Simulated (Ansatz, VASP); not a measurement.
Mo: VASP beside Ansatz

```
Mo
1.0
     3.11120    0.00000    0.00000
     0.00000    3.11120    0.00000
     0.00000    0.00000    3.11120
Mo
2
Direct
  0.00000 0.00000 0.00000
  0.50000 0.50000 0.50000
```

Alike in both runs: task single point; functional LDA; k mesh 11 × 11 × 11; occupations fermi-dirac, width 0.08 eV; no spin polarisation.

|  | VASP | Ansatz |
| --- | --- | --- |
| version | VASP 6.6.1 | Ansatz 0.2.0 |
| potentials or method | VASP PAW LDA potentials, release 64 (Mo_sv), cutoff 520 eV | all-electron LAPW, scalar-relativistic |

|  | VASP | Ansatz | Ansatz less VASP |
| --- | --- | --- | --- |
| pressure (GPa) | 1.3 | 0.2 | -1.10 |

LDA's correlation is that of Perdew and Zunger in VASP and of Perdew and Wang (1992) in Ansatz. Ansatz ran all-electron here, and VASP with PAW potentials.
